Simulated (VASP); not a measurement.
A run of VASP 6.6.1:

File INCAR:

```
  ALGO = Normal
  EDIFF = 1E-7
  EDIFFG = -0.001
  ENCUT = 500
  GGA = PE
  GGA_COMPAT = F
  IBRION = 2
  ISIF = 3
  ISMEAR = -1
  LASPH = T
  LCHARG = F
  LREAL = F
  LWAVE = F
  NELM = 120
  NELMIN = 4
  NSW = 80
  PREC = Accurate
  SIGMA = 0.15
```

File KPOINTS:

```
k-points
0
Gamma
  20 20 20
```

The input POSCAR:

```
Ir
1.0
    0.0000000000      1.9352071164      1.9352071164
    1.9352071164      0.0000000000      1.9352071164
    1.9352071164      1.9352071164      0.0000000000
Ir
1
Direct
    0.0000000000      0.0000000000      0.0000000000
```

Potentials or basis: VASP PAW PBE potentials, release 64 (Ir).

Run with:

```sh
$ cat potpaw_PBE.64/Ir/POTCAR > POTCAR
$ mpirun -np 1 vasp_std > vasp.out
```

Hardware: 1 thread of Intel Xeon 6975P-C, with other jobs on the host.

Q: How long does it take, and how much memory?

A: Run time: 42 s on 1 thread of Intel Xeon 6975P-C, on a shared host, peak memory 0.16 GiB. Counts: scf iterations 30, k points 256, ion steps 4.
